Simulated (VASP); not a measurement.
MgW, 2 atoms in the cell. The structure is hexagonal, space group P-6m2 (No. 187). The conventional cell has a = 2.852 Å, b = 2.852 Å, c = 4.907 Å, α = 90.00°, β = 90.00°, γ = 120.00°. Within 3.8 Å of Mg (site symmetry -6m2) lie 6 Mg at 2.85 Å and 6 W at 2.95 Å. Within 3.8 Å of W (site symmetry -6m2) lie 6 W at 2.85 Å and 6 Mg at 2.95 Å. 

- Program: VASP 6.6.1
- Task: density of states
- Functional: PBE
- Potentials or basis: VASP PAW PBE potentials, release 64 (Mg, W_sv)
- Cutoff: 520 eV
- k mesh: 24 × 24 × 12
- Occupations: gaussian, width 0.1 eV
- Spin: no spin polarisation
- Dipole correction: no
- k mesh for the DOS: 36 × 36 × 18
- Occupations for the DOS: tetrahedron
- Further INCAR settings: ALGO = Normal; EDIFF = 1e-06; NBANDS = 15

Potentials or basis: VASP PAW PBE potentials, release 64 (Mg, W_sv).

The run is started by

```console
$ cat potpaw_PBE.64/Mg/POTCAR potpaw_PBE.64/W_sv/POTCAR > POTCAR
$ cp INCAR.step1 INCAR
$ cp KPOINTS.step1 KPOINTS
$ mpirun -np 1 vasp_std > vasp.out
$ cp INCAR.step2 INCAR
$ cp KPOINTS.step2 KPOINTS
$ mpirun -np 1 vasp_std > vasp.out
```

Hardware: 1 thread of Intel(R) Xeon(R) Platinum 8488C (Sapphire Rapids), with other jobs on the host.

Question: Estimate the wall time of this run.

Answer: Wall time 4.2 min on 1 thread of Intel(R) Xeon(R) Platinum 8488C (Sapphire Rapids), with other jobs on the host, peak memory 0.8 GiB. Counts: k points 1270.
